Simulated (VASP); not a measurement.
Wanted: the native input for a VASP 6.6.1 run.

| Item | Value |
| --- | --- |
| Task | single point |
| Functional | LDA |
| Potentials or basis | VASP PAW LDA potentials, release 64 (Hf_pv) |
| Cutoff | 520 eV |
| k mesh | 12 × 8 × 1 |
| Occupations | fermi-dirac, width 0.05 eV |
| Spin | no spin polarisation |
| Dipole correction | yes |
| k mesh for the DOS | 18 × 12 × 1 |
| Occupations for the DOS | tetrahedron |
| Further INCAR settings | ALGO = Normal; EDIFF = 1e-06; NBANDS = 17 |

Hf, a slab with vacuum:

```xyz
2
Lattice="3.1190 0.0000 0.0000 0.0000 4.9418 0.0000 0.0000 0.0000 16.9004" Properties=species:S:1:pos:R:3 pbc="T T T"
Hf    2.3393    3.7064    8.0000
Hf    0.7798    1.2355    8.9004
```

One way to write it, as run:

POSCAR

```
Hf
1.0
    3.1190139515      0.0000000000      0.0000000000
    0.0000000000      4.9418267774      0.0000000000
    0.0000000000      0.0000000000     16.9004000000
Hf
2
Direct
    0.7500000000      0.7500000000      0.4733621166
    0.2500000000      0.2500000000      0.5266378834
```

INCAR.step1

```
SYSTEM = Hf
ALGO = Normal
DIPOL = 0.5 0.5 0.500
EDIFF = 1E-6
ENCUT = 520
IDIPOL = 3
ISIF = 2
ISMEAR = -1
LASPH = .True.
LCHARG = .True.
LDIPOL = .True.
LMAXMIX = 4
LREAL = .False.
LWAVE = .False.
NBANDS = 17
NELM = 100
PREC = Accurate
SIGMA = 0.05
```

KPOINTS.step1

```
k-points
0
Gamma
  12 8 1
  0 0 0
```

INCAR.step2

```
SYSTEM = Hf
ALGO = Normal
DIPOL = 0.5 0.5 0.500
EDIFF = 1E-6
ENCUT = 520
ICHARG = 11
IDIPOL = 3
ISIF = 2
ISMEAR = -5
LASPH = .True.
LCHARG = .False.
LDIPOL = .True.
LMAXMIX = 4
LORBIT = 10
LREAL = .False.
LWAVE = .False.
NBANDS = 17
NEDOS = 2001
NELM = 100
PREC = Accurate
SIGMA = 0.05
```

KPOINTS.step2

```
k-points
0
Gamma
  18 12 1
  0 0 0
```

Potentials or basis: VASP PAW LDA potentials, release 64 (Hf_pv).

Command:

```console
$ cat potpaw_LDA.64/Hf_pv/POTCAR > POTCAR
$ cp INCAR.step1 INCAR
$ cp KPOINTS.step1 KPOINTS
$ mpirun -np 1 vasp_std > vasp.out
$ cp INCAR.step2 INCAR
$ cp KPOINTS.step2 KPOINTS
$ mpirun -np 1 vasp_std > vasp.out
```

Results of the run:

- Valence electrons inside the program's atomic spheres: Hf 8.14

Wall time 3.4 min on 1 thread of Intel(R) Xeon(R) Platinum 8488C (Sapphire Rapids), on a shared host, peak memory 0.41 GiB.
